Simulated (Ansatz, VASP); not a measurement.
## One calculation of BAs, two programs

```
CELL_PARAMETERS angstrom
2.96722 0.00000 0.00000
0.00000 3.34931 0.00000
0.00000 0.00000 7.73863
ATOMIC_POSITIONS crystal
B 0.50000 0.50000 0.17805
B 0.50000 0.50000 0.82195
B 0.00000 0.00000 0.50000
As 0.50000 0.00000 0.32195
As 0.00000 0.50000 0.00000
As 0.50000 0.00000 0.67805
```

Alike in both runs: task relaxation of cell and atoms; functional PBE; k mesh 6 × 6 × 2; occupations gaussian, width 0.1 eV; no spin polarisation.

```csv
,VASP,Ansatz
version,VASP 6.6.1,Ansatz 0.2.0
potentials or method,"VASP PAW PBE potentials, release 64 (B, As), cutoff 600 eV","scalar-relativistic, plane waves, PAW"
valence electrons in the cell,24,54
```

|  | VASP | Ansatz | Ansatz less VASP |
| --- | --- | --- | --- |
| gap on the k mesh at the Fermi level, each at its own relaxed structure (eV) | none | none | - |
| relaxed volume (Å³/atom) | 14.64 | 14.56 | -0.077 |
| relaxed cell length with the largest relative difference (Å) | 8.270 | 8.245 | -0.0250 |

A gap of «none» marks a metal or a gap that the smearing closes. VASP's potentials hold 24 valence electrons a cell and Ansatz's 54, so a difference there can come from the potentials and not from the codes.

The k mesh is coarse, so the values compare programs but aren't converged.
